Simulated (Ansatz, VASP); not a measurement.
P: VASP beside Ansatz

The input INCAR:

```
SYSTEM = P
ALGO = Normal
EDIFF = 1E-6
EDIFFG = -0.01
ENCUT = 600
GGA = PE
IBRION = 2
ISIF = 3
ISMEAR = 0
LASPH = .TRUE.
LCHARG = .FALSE.
LREAL = .FALSE.
LWAVE = .FALSE.
NELM = 100
NSW = 100
PREC = Accurate
SIGMA = 0.1
```

Contents of KPOINTS:

```
k-points
0
G
  8 8 8
  0 0 0
```

POSCAR

```
P
1.0
    4.5905913171      0.0000000000      0.0000000000
    0.0000000000      4.5905913171      0.0000000000
    0.0000000000      0.0000000000      5.7511865205
P
6
Direct
    0.0000000000      0.0000000000      0.2500000000
    0.0000000000      0.0000000000      0.7500000000
    0.6733388560      0.1911513229      0.5000000000
    0.3266611440      0.8088486771      0.5000000000
    0.8088486771      0.6733388560      0.0000000000
    0.1911513229      0.3266611440      0.0000000000
```

Input for Ansatz:

```yaml
crystal:
  lattice:
    - [4.5905913171, 0.0, 0.0]
    - [0.0, 4.5905913171, 0.0]
    - [0.0, 0.0, 5.7511865205]
  atoms:
    - { symbol: P, position: [0.0, 0.0, 0.25] }
    - { symbol: P, position: [0.0, 0.0, 0.75] }
    - { symbol: P, position: [0.673338856, 0.1911513229, 0.5] }
    - { symbol: P, position: [0.326661144, 0.8088486771, 0.5] }
    - { symbol: P, position: [0.8088486771, 0.673338856, 0.0] }
    - { symbol: P, position: [0.1911513229, 0.326661144, 0.0] }
basis:
  ecutwfc: 420
kpoints:
  mp_grid: { grid: [8, 8, 8] }
hamiltonian:
  xc: pbe
scf:
  occupations: { method: gaussian, width: 0.1 }
output:
  forces: true
  stress: true
  eigenvalues: true
  write_density: true
  write_potential: true
  elf: true
  volumetric_format: npy
relax:
  adjacent_minimum: "off"
  f_tol: 0.01
  max_steps: 80
  cell: { stress_tol: 0.05 }
```

Alike in both runs: task relaxation of cell and atoms; functional PBE; k mesh 8 × 8 × 8; occupations gaussian, width 0.1 eV; no spin polarisation.

```csv
,VASP,Ansatz
version,VASP 6.6.1,Ansatz 0.2.0
potentials or method,"VASP PAW PBE potentials, release 64 (P), cutoff 600 eV","scalar-relativistic, plane waves, PAW"
valence electrons in the cell,30,30
```

|  | VASP | Ansatz | Ansatz less VASP |
| --- | --- | --- | --- |
| gap on the k mesh at the Fermi level, each at its own relaxed structure (eV) | none | none | - |
| relaxed volume (Å³/atom) | 20.46 | 20.51 | +0.042 |
| relaxed length of the cell vector where the two differ most in proportion (Å) | 5.793 | 5.801 | +0.0075 |

A gap of «none» marks a metal or a gap that the smearing closes.
